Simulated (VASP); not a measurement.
# Al (P6_3/mmc) in VASP: a series of runs

Al is run at these levels: PBE+D3(BJ); tasks: single point.

Program: VASP 6.6.1. These are calculated values, not measurements. Logs are shortened: lines on timing, memory, paths and dates and some standing lists are left out, and cuts for length are marked.

## Step 1: The cell of the first run

It takes space group P6_3/mmc (No. 194, hexagonal). The conventional cell has a = 2.799 Å, b = 2.799 Å, c = 4.603 Å, α = 90.00°, β = 90.00°, γ = 120.00°. Within 3.7 Å of Al (site symmetry -6m2) lie 12 Al at 2.80 to 2.81 Å.

## Step 2: Single point, PBE+D3(BJ) (volume scaled by 0.98, then relaxed in part)

Input file INCAR:

```
SYSTEM = Al
PREC = Accurate
ENCUT = 520
EDIFF = 1E-6
ISMEAR = -1
SIGMA = 0.15
LREAL = .False.
LASPH = .True.
NELM = 80
ALGO = Normal
ISIF = 2
LWAVE = .False.
LCHARG = .False.
GGA = PE
IVDW = 12
NBANDS = 10
```

Input file KPOINTS:

```
regular mesh
0
Gamma
  18 18 10
  0 0 0
```

Input file POSCAR:

```
Al
1.0
    2.7988587151      0.0000000000      0.0000000000
   -1.3994293575      2.4238827489      0.0000000000
    0.0000000000      0.0000000000      4.6028552196
Al
2
Direct
    0.6666666667      0.3333333333      0.7500000000
    0.3333333333      0.6666666667      0.2500000000
```

Potentials or basis: VASP PAW PBE potentials, release 64 (Al).

The run is started by

```console
$ cat potpaw_PBE.64/Al/POTCAR > POTCAR
$ mpirun -np 1 vasp_std > vasp.out
```

OUTCAR:

```text
SYSTEM = Al
   PREC = Accurate
   ENCUT = 520
   EDIFF = 1E-6
   ISMEAR = -1
   LREAL = .False.
   LASPH = .True.
   NELM = 80
   ISIF = 2
   GGA = PE
   IVDW = 12
 IVDW          = 12

 ion  position               nearest neighbor table
   1  0.667  0.333  0.750-   2 2.81   2 2.81   2 2.81   2 2.81   2 2.81   2 2.81
   2  0.333  0.667  0.250-   1 2.81   1 2.81   1 2.81   1 2.81   1 2.81   1 2.81

  LATTYP: Found a hexagonal cell.
 ALAT       =     2.7988587151
 C/A-ratio  =     1.6445471845

  Lattice vectors:

 A1 = (   2.7988587151,   0.0000000000,   0.0000000000)
 A2 = (  -1.3994293575,   2.4238827489,   0.0000000000)
 A3 = (   0.0000000000,   0.0000000000,   4.6028552196)

Analysis of symmetry for initial positions (statically):
=====================================================================
 Subroutine PRICEL returns:
 Original cell was already a primitive cell.

 Routine SETGRP: Setting up the symmetry group for a
 hexagonal supercell.

 Subroutine GETGRP returns: Found 24 space group operations
 (whereof 12 operations were pure point group operations)
 out of a pool of 24 trial point group operations.

The static configuration has the point symmetry D_3d.
 The point group associated with its full space group is D_6h.

Analysis of symmetry for dynamics (positions and initial velocities):
=====================================================================
 Subroutine PRICEL returns:
 Original cell was already a primitive cell.

 Routine SETGRP: Setting up the symmetry group for a
 hexagonal supercell.

 Subroutine GETGRP returns: Found 24 space group operations
 (whereof 12 operations were pure point group operations)
 out of a pool of 24 trial point group operations.

The dynamic configuration has the point symmetry D_3d.
 The point group associated with its full space group is D_6h.

 Subroutine INISYM returns: Found 24 space group operations
 (whereof 12 operations are pure point group operations),
 and found     1 'primitive' translations

----------------------------------------------------------------------------------------

                                     Primitive cell

  volume of cell :      31.2263

  direct lattice vectors                    reciprocal lattice vectors
     2.798858715  0.000000000  0.000000000     0.357288489  0.206280605  0.000000000
    -1.399429358  2.423882749  0.000000000     0.000000000  0.412561210  0.000000000
     0.000000000  0.000000000  4.602855220     0.000000000  0.000000000  0.217256453

  length of vectors
     2.798858715  2.798858715  4.602855220     0.412561210  0.412561210  0.217256453

  position of ions in fractional coordinates (direct lattice)
     0.666666667  0.333333333  0.750000000
     0.333333333  0.666666667  0.250000000

  ion indices of the primitive-cell ions
   primitive index   ion index
                 1           1
                 2           2

----------------------------------------------------------------------------------------

 KPOINTS: regular mesh

Automatic generation of k-mesh.
 Grid dimensions read from file:
 generate k-points for:   18   18   10

 Generating k-lattice:

  Cartesian coordinates                     Fractional coordinates (reciprocal lattice)
     0.019849360  0.011460034  0.000000000     0.055555556  0.000000000  0.000000000
     0.000000000  0.022920067  0.000000000     0.000000000  0.055555556  0.000000000
     0.000000000  0.000000000  0.021725645     0.000000000  0.000000000  0.100000000

  Length of vectors
     0.022920067  0.022920067  0.021725645

  Shift w.r.t. Gamma in fractional coordinates (k-lattice)
     0.000000000  0.000000000  0.000000000

 Subroutine IBZKPT returns following result:
 ===========================================

 Found    222 irreducible k-points:

 Following reciprocal coordinates:
            Coordinates               Weight
  0.000000  0.000000  0.000000      1.000000
  0.055556  0.000000  0.000000      6.000000
  0.111111  0.000000  0.000000      6.000000
  0.166667  0.000000  0.000000      6.000000
  0.222222  0.000000  0.000000      6.000000
  0.277778  0.000000  0.000000      6.000000
[... 16 lines left out ...]
  0.333333  0.111111  0.000000     12.000000
  0.388889  0.111111  0.000000     12.000000
 [... further k-points ...]
   k-points           NKPTS =    222   k-points in BZ     NKDIM =    222   number of bands    NBANDS=     10
   number of dos      NEDOS =    301   number of ions     NIONS =      2
   total plane-waves  NPLWV =  20736
   dimension x,y,z NGX =    24 NGY =   24 NGZ =   36
   dimension x,y,z NGXF=    48 NGYF=   48 NGZF=   72
   ions per type =               2
   NGX,Y,Z   is equivalent  to a cutoff of  14.26, 14.26, 13.00 a.u.
   NGXF,Y,Z  is equivalent  to a cutoff of  28.51, 28.51, 26.00 a.u.
 SYSTEM =  Al
   PREC   = accura    normal or accurate (medium, high low for compatibility)
   ISTART =      0    job   : 0-new  1-cont  2-samecut
   ICHARG =      2    charge: 1-file 2-atom 10-const
   ISPIN  =      1    spin polarized calculation?
   LNONCOLLINEAR =      F non collinear calculations
   LSORBIT =      F    spin-orbit coupling
   LASPH  =      T    aspherical Exc in radial PAW
   ENCUT  =  520.0 eV  38.22 Ry    6.18 a.u.   5.20  5.20  8.56*2*pi/ulx,y,z
   NELM   =     80;   NELMIN=  2; NELMDL= -5     # of ELM steps
   EDIFF  = 0.1E-05   stopping-criterion for ELM
   LREAL  =      F    real-space projection
   EDIFFG = 0.1E-04   stopping-criterion for IOM
   NSW    =      0    number of steps for IOM
   IBRION =     -1    ionic relax: 0-MD 1-quasi-New 2-CG
   NFREE  =      0    steps in history (QN), initial steepest desc. (CG)
   ISIF   =      2    stress and relaxation
   ISYM   =      2    0-nonsym 1-usesym 2-fastsym
   POTIM  = 0.5000    time-step for ionic-motion
   TEBEG  =    0.0;   TEEND  =   0.0 temperature during run
   PSTRESS=    0.0 pullay stress
   NELECT =       6.0000    total number of electrons
   NUPDOWN=      -1.0000    fix difference up-down
   EMIN   =  10.00;   EMAX   =-10.00  energy-range for DOS
   EFERMI =   0.00;   METHOD = LEGACY
   ISMEAR =    -1;   SIGMA  =   0.15  broadening in eV -4-tet -1-fermi 0-gaus
   EFERMI_NEDOS =   21; number of points for ismear=-14 and -15
   IALGO  =     38    algorithm
   IMIX   =      4    mixing-type and parameters
     AMIX     =   0.40;   BMIX     =  1.00
     AMIX_MAG =   1.60;   BMIX_MAG =  1.00
  volume/ion in A,a.u.               =      15.61       105.36
  Fermi-wavevector in a.u.,A,eV,Ry     =   0.944681  1.785189 12.142147  0.892423
  Thomas-Fermi vector in A             =   2.072510
   LORBIT       =      0    0 simple, 1 ext, 2 COOP (PROOUT), +10 PAW based schemes
   GGA     = PE    functional components
   LHFCALC =     F    Hartree Fock is set to
   AEXX    =    0.0000 exact exchange contribution
   IVDW    =    12    specifies the selected vdW correction
   LEPSILON=     F    determine dielectric tensor
   LRPA    =     F    only Hartree local field effects (RPA)
 non-spin polarized calculation
  energy-cutoff  :      520.00
  volume of cell :       31.23
 maximum number of plane-waves:       857
 NGX is ok and might be reduce to    24
   NGX = 11   NGY = 11   NGZ = 17

 number of electron       6.0000000 magnetization

 Free energy of the ion-electron system (eV)
  ---------------------------------------------------
  ext. energy  EPLUGINS =         0.00000000
  ---------------------------------------------------
  free energy    TOTEN  =        -7.42301470 eV

  energy without entropy =       -7.36086254  energy(sigma->0) =       -7.39193862

 E-fermi :   8.5917     XC(G=0): -10.3998

 val. band max:        8.5912198745   @ k =   0.3333   0.2222   0.1000
 cond. band min:       8.6102337347   @ k =   0.2778   0.2222   0.2000
 fundamental gap:      0.0190138601
 Fermi energy:         8.5916668439

 k-point     1 :       0.0000    0.0000    0.0000
  band No.  band energies     occupation
      1      -2.9356      2.00000
      2       3.7362      2.00000
      3       4.0407      2.00000
      4      19.7445      0.00000
      5      19.7445      0.00000
      6      19.9758      0.00000
      7      19.9758      0.00000
      8      20.8873      0.00000
      9      23.2585      0.00000
     10      23.4006      0.00000

 k-point     2 :       0.0556    0.0000    0.0000
  band No.  band energies     occupation
      1      -2.8579      2.00000
      2       3.8081      2.00000
      3       4.1163      2.00000
      4      18.0433      0.00000
      5      18.7340      0.00000
      6      19.8526      0.00000
      7      21.1112      0.00000
      8      21.5987      0.00000
      9      23.3156      0.00000
     10      23.8337      0.00000

 k-point     3 :       0.1111    0.0000    0.0000
  band No.  band energies     occupation
      1      -2.6250      2.00000
      2       4.0237      2.00000
      3       4.3420      2.00000
      4      15.8991      0.00000
      5      17.7479      0.00000
      6      19.0338      0.00000
      7      21.5789      0.00000
      8      21.8862      0.00000
      9      22.4144      0.00000
     10      22.9453      0.00000

 k-point     4 :       0.1667    0.0000    0.0000
  band No.  band energies     occupation
      1      -2.2378      2.00000
      2       4.3831      2.00000
      3       4.7146      2.00000
      4      13.7764      0.00000
      5      16.8930      0.00000
      6      18.0558      0.00000
      7      19.8598      0.00000
      8      20.2817      0.00000
      9      22.5837      0.00000
     10      22.9653      0.00000
[... 222 lines left out ...]
 k-point    22 :       0.2778    0.1111    0.0000
  band No.  band energies     occupation
      1       0.0613      2.00000
      2       6.5379      2.00000
      3       6.6791      1.99999
      4       8.4455      1.45196
      5      11.9912      0.00000
      6      14.3523      0.00000
      7      15.0624      0.00000
      8      18.4071      0.00000
      9      18.7097      0.00000
     10      19.9869      0.00000

 k-point    23 :       0.3333    0.1111    0.0000
  band No.  band energies     occupation
      1       1.0446      2.00000
      2       6.1996      2.00000
      3       7.4667      1.99889
      4       8.1671      1.88858
      5      11.5104      0.00000
      6      12.7226      0.00000
      7      13.6815      0.00000
      8      18.0226      0.00000
      9      18.4001      0.00000
     10      19.6653      0.00000

 k-point    24 :       0.3889    0.1111    0.0000
  band No.  band energies     occupation
      1       2.1684      2.00000
      2       4.8030      2.00000
      3       8.5196      1.23555
      4       9.0330      0.10020
      5      10.9315      0.00000
      6      11.2446      0.00000
      7      12.6820      0.00000
      8      17.7942      0.00000
      9      18.2127      0.00000
     10      19.4684      0.00000

 [... further k-points ...]

------------------------ aborting loop because EDIFF is reached ----------------------------------------

 Edisp (eV)   -0.71234

 E8    (eV) :    -0.3188

  FORCE on cell =-STRESS in cart. coord.  units (eV):
  Direction    XX          YY          ZZ          XY          YZ          ZX
  --------------------------------------------------------------------------------------
  -------------------------------------------------------------------------------------
  Total       0.33368     0.33368     0.33501     0.00000    -0.00000     0.00000
  in kB      17.12087    17.12087    17.18900     0.00000    -0.00000     0.00000
  external pressure =       17.14 kB  Pullay stress =        0.00 kB

 VOLUME and BASIS-vectors are now :
 -----------------------------------------------------------------------------
  energy-cutoff  :      520.00
  volume of cell :       31.23
      direct lattice vectors                 reciprocal lattice vectors
     2.798858715  0.000000000  0.000000000     0.357288489  0.206280605  0.000000000
    -1.399429358  2.423882749  0.000000000     0.000000000  0.412561210  0.000000000
     0.000000000  0.000000000  4.602855220     0.000000000  0.000000000  0.217256453

 POSITION                                       TOTAL-FORCE (eV/Angst)
 -----------------------------------------------------------------------------------
      1.39943      0.80796      3.45214        -0.000000     -0.000000      0.000000
     -0.00000      1.61592      1.15071         0.000000      0.000000      0.000000
 -----------------------------------------------------------------------------------
    total drift:                               -0.000000      0.000000     -0.000000

  FREE ENERGIE OF THE ION-ELECTRON SYSTEM (eV)
  ---------------------------------------------------
  free  energy   TOTEN  =        -8.1353525010 eV

  energy  without entropy=       -8.0732003476  energy(sigma->0) =       -8.10427642
```

Wall time 18 s (1 thread of Intel Xeon 6975P-C, shared host); peak memory 0.19 GiB.

Results:

- Free energy: -8.1354 eV
- Pressure: 1.7 GPa
- Band gap on the k mesh: zero (band 3 reaches 12.79 eV, above the bottom of band 4 at 5.32 eV)
- Dispersion energy per atom: -0.356 eV

Caveat: the cell differs from its parent crystal (volume scaled by 0.98, then relaxed in part); pairwise dispersion overbinds metals, which lowers pressure and volume.

## Step 3: Single point, PBE+D3(BJ)

This run uses another cell than the first one, of 15.93 Å³/atom, 1.020 times its volume.

Input file INCAR:

```
SYSTEM = Al
PREC     = Accurate       ! precision mode
ENCUT    = 520            ! plane-wave cutoff, eV
EDIFF    = 1E-7           ! SCF threshold, eV
ISMEAR   = -1             ! smearing method
SIGMA    = 0.15           ! smearing width, eV
LREAL    = .FALSE.        ! projectors in reciprocal space
LASPH    = .TRUE.         ! aspherical terms in the spheres
NELM     = 100            ! most SCF steps
ALGO     = Normal         ! electronic algorithm
ISIF     = 2              ! what is computed and relaxed
LWAVE    = .FALSE.        ! write WAVECAR
LCHARG   = .TRUE.         ! write CHGCAR
GGA      = PE             ! functional
IVDW     = 12             ! dispersion correction
LELF     = .TRUE.         ! ELF
LVHAR    = .TRUE.       
NBANDS   = 10             ! bands
```

Input file KPOINTS:

```
Automatic mesh
0
G
  18 18 10
  0 0 0
```

Input file POSCAR:

```
Al
1.0
    2.8169679872      0.0000000000      0.0000000000
   -1.4084839936      2.4395658386      0.0000000000
    0.0000000000      0.0000000000      4.6365971923
Al
2
Direct
    0.6666666667      0.3333333333      0.7500000000
    0.3333333333      0.6666666667      0.2500000000
```

Potentials or basis: VASP PAW PBE potentials, release 64 (Al).

The run is started by

```console
$ cat potpaw_PBE.64/Al/POTCAR > POTCAR
$ mpirun -np 1 vasp_std > vasp.out
```

Run time: 25 s. Hardware: 1 thread of Intel Xeon 6975P-C, shared host; peak memory 0.2 GiB.

It converged, with:

- Free energy: -8.1387 eV
- Pressure: 0.0 GPa
- Band gap on the k mesh: zero (band 3 reaches 12.52 eV, above the bottom of band 4 at 5.13 eV)
- Dispersion energy per atom: -0.349 eV

Levels at points of the mesh, in eV from the Fermi level:
| k point | band 1 | band 2 | band 3 | band 4 | band 5 | band 6 | band 7 | band 8 |
| --- | --- | --- | --- | --- | --- | --- | --- | --- |
| (0.00, 0.00, 0.00) | -11.38 | -4.77 | -4.53 | 11.00 | 11.00 | 11.28 | 11.28 | 12.18 |
| (0.50, 0.00, 0.00) | -5.38 | -5.24 | 0.60 | 1.13 | 1.45 | 1.79 | 5.86 | 7.62 |
| (0.00, 0.00, 0.50) | -9.67 | -9.67 | 3.37 | 3.37 | 12.15 | 12.15 | 12.15 | 12.15 |
| (0.50, 0.00, 0.50) | -4.02 | -4.02 | -3.24 | -3.24 | 7.32 | 7.32 | 7.66 | 7.66 |

Caveat: pairwise dispersion overbinds metals, which lowers pressure and volume.

## Step 4: Single point, PBE+D3(BJ)

This run uses another cell than the first one, of 15.93 Å³/atom, 1.020 times its volume.

Input file INCAR:

```
PREC = Accurate ; ENCUT = 520
EDIFF = 1E-6 ; ISMEAR = -1
SIGMA = 0.15 ; LREAL = False
LASPH = True ; NELM = 60
ALGO = Normal ; ISIF = 2
LWAVE = False ; LCHARG = False
GGA = PE ; IVDW = 12
NBANDS = 10
```

Input file KPOINTS:

```
regular mesh
0
Gamma
  18 18 10
```

POSCAR is that of step 3.

The run is started by

```console
$ cat potpaw_PBE.64/Al/POTCAR > POTCAR
$ mpirun -np 1 vasp_std > vasp.out
```

Wall time 20 s (1 thread of Intel Xeon 6975P-C, shared host); peak memory 0.2 GiB.

Results (log left out):

* Free energy: -8.1387 eV
* Pressure: 0.0 GPa
* Band gap on the k mesh: zero (band 3 reaches 12.52 eV, above the bottom of band 4 at 5.13 eV)
* Dispersion energy per atom: -0.349 eV

Levels at points of the mesh, in eV from the Fermi level:
```
           k point  band 1  band 2  band 3  band 4  band 5  band 6  band 7  band 8
(0.00, 0.00, 0.00)  -11.38   -4.77   -4.53   11.00   11.00   11.28   11.28   12.18
(0.50, 0.00, 0.00)   -5.38   -5.24    0.60    1.13    1.45    1.79    5.86    7.62
(0.00, 0.00, 0.50)   -9.67   -9.67    3.37    3.37   12.15   12.15   12.15   12.15
(0.50, 0.00, 0.50)   -4.02   -4.02   -3.24   -3.24    7.32    7.32    7.66    7.66
```

Caveat: pairwise dispersion overbinds metals, which lowers pressure and volume.
